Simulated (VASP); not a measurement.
Wanted: the native input for a VASP 6.6.1 run.

```yaml
Task: single point
Functional: PBEsol
Potentials_or_basis: VASP PAW PBE potentials, release 64 (In_d, Sb)
Cutoff: 520 eV
k_mesh: 10 × 10 × 10
Occupations: gaussian, width 0.15 eV
Spin: no spin polarisation
Dipole_correction: no
Further_INCAR_settings: ALGO = Normal; EDIFF = 1e-06; NBANDS = 22
```

The structure of InSb3 lies in POSCAR:

```
InSb3
1.0
    4.6928728147      0.0000000000      0.0000000000
    0.0000000000      4.6928728147      0.0000000000
    0.0000000000      0.0000000000      4.4164626059
In Sb
1 3
Direct
    0.0000000000      0.0000000000      0.0000000000
    0.5000000000      0.0000000000      0.5000000000
    0.0000000000      0.5000000000      0.5000000000
    0.5000000000      0.5000000000      0.0000000000
```

The input as run:

INCAR

```
SYSTEM = InSb3
PREC = Accurate
ENCUT = 520
EDIFF = 1E-6
ISMEAR = 0
SIGMA = 0.15
LREAL = .False.
LASPH = .True.
NELM = 100
ALGO = Normal
ISIF = 2
LWAVE = .False.
LCHARG = .True.
GGA = PS
LELF = .True.
LVHAR = .True.
NBANDS = 22
```

KPOINTS

```
regular mesh
0
Gamma
  10 10 10
  0 0 0
```

Potentials or basis: VASP PAW PBE potentials, release 64 (In_d, Sb).

Launch:

```console
$ cat potpaw_PBE.64/In_d/POTCAR potpaw_PBE.64/Sb/POTCAR > POTCAR
$ mpirun -np 1 vasp_std > vasp.out
```

Results of the run:

The pressure is 6.1 GPa and the band gap on the k mesh is zero (bands 14 and 15 overlap by 4.97 eV).

Caveat: the cell stands under pressure; the PAW data sets were made with another functional, which shifts forces and pressure a little; spin-orbit coupling is left out, which moves the levels of the heavy elements.

Wall time 3.1 min on 1 thread of Intel Xeon 8259CL, on a shared host, peak memory 0.39 GiB.
